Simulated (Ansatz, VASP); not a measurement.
# Ru2S: VASP beside Ansatz

```
Ru S
1.0
     1.82534    1.05386    3.73831
    -1.82534    1.05386    3.73831
     0.00000   -2.10772    3.73831
Ru S
2 1
Direct
  0.74837 0.74837 0.74837
  0.25163 0.25163 0.25163
  0.00000 0.00000 0.00000
```

Alike in both runs: functional PBE; k mesh 6 × 6 × 6; occupations gaussian, width 0.1 eV; no spin polarisation.

Ansatz relaxed the structure, and its values are those at the end. VASP's run is a single point on that final structure, the one shown.

```csv
,VASP,Ansatz
version,VASP 6.6.1,Ansatz 0.2.0
potentials or method,"VASP PAW PBE potentials, release 64 (Ru_pv, S), cutoff 520 eV","scalar-relativistic, plane waves, PAW"
valence electrons in the cell,34,38
```

Ansatz gave:

```
gap on the k mesh at the Fermi level (eV) : none
pressure (GPa)                            : 0.2
rms of the force components (eV/Å)        : 0.009
```

**Question.** Estimate VASP's values.

**Answer.** gap on the k mesh at the Fermi level (eV): none; pressure (GPa): 0.2; rms of the force components (eV/Å): 0.006.

A gap of «none» marks a metal or a gap that the smearing closes. The functional is the same, so the differences come from potentials, cutoffs and numerics. VASP's potentials hold 34 valence electrons a cell and Ansatz's 38, so a difference there can come from the potentials and not from the codes.
